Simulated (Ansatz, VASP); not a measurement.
**TaN in VASP and in Ansatz**

INCAR

```
SYSTEM = TaN
PREC = Accurate ; ENCUT = 520
EDIFF = 1E-6 ; ISMEAR = 0
SIGMA = 0.15 ; LREAL = .False.
LASPH = .True. ; NELM = 60
ALGO = Normal ; ISIF = 2
LWAVE = .False. ; LCHARG = .False.
GGA = PS ; NBANDS = 15
```

File KPOINTS:

```
regular mesh
0
Gamma
  20 20 20
  0 0 0
```

The input POSCAR:

```
TaN
1.0
   -0.2555283789      2.0479125363      2.0479125363
    2.0479125363     -0.2555283789      2.0479125363
    2.0479125363      2.0479125363     -0.2555283789
Ta N
1 1
Direct
    0.5000000000      0.5000000000      0.5000000000
    0.0000000000      0.0000000000      0.0000000000
```

Input for Ansatz:

```yaml
crystal:
  lattice:
    - [-0.2555283789, 2.0479125363, 2.0479125363]
    - [2.0479125363, -0.2555283789, 2.0479125363]
    - [2.0479125363, 2.0479125363, -0.2555283789]
  atoms:
    - { symbol: Ta, position: [0.5, 0.5, 0.5] }
    - { symbol: "N", position: [0.0, 0.0, 0.0] }
basis:
  ecutwfc: 520.0
kpoints:
  mp_grid: { grid: [20, 20, 20] }
hamiltonian:
  xc: pbesol
  pseudopotentials: { kind: paw, azcp: { folder: soft_1 } }
scf:
  occupations: { method: gaussian, width: 0.15 }
output:
  forces: true
  stress: true
  eigenvalues: true
```

Alike in both runs: task single point; functional PBEsol; k mesh 20 × 20 × 20; occupations gaussian, width 0.15 eV; no spin polarisation.

```csv
,VASP,Ansatz
version,VASP 6.6.1,Ansatz 0.2.0
potentials or method,"VASP PAW PBE potentials, release 64 (Ta_pv, N), cutoff 520 eV","scalar-relativistic, plane waves, PAW"
valence electrons in the cell,16,18
```

```csv
,VASP,Ansatz,Ansatz less VASP
gap on the k mesh at the Fermi level (eV),none,none,-
pressure (GPa),12.2,10.8,-1.41
"traceless stress, the component that is largest in VASP (GPa)",11.27,11.39,+0.118
```

VASP's potentials were made for PBE, not for PBEsol, and Ansatz warns of the same on its side. A gap of «none» marks a metal or a gap that the smearing closes. VASP's potentials hold 16 valence electrons a cell and Ansatz's 18, so a difference there can come from the potentials and not from the codes.

Neither program's run includes spin-orbit coupling.
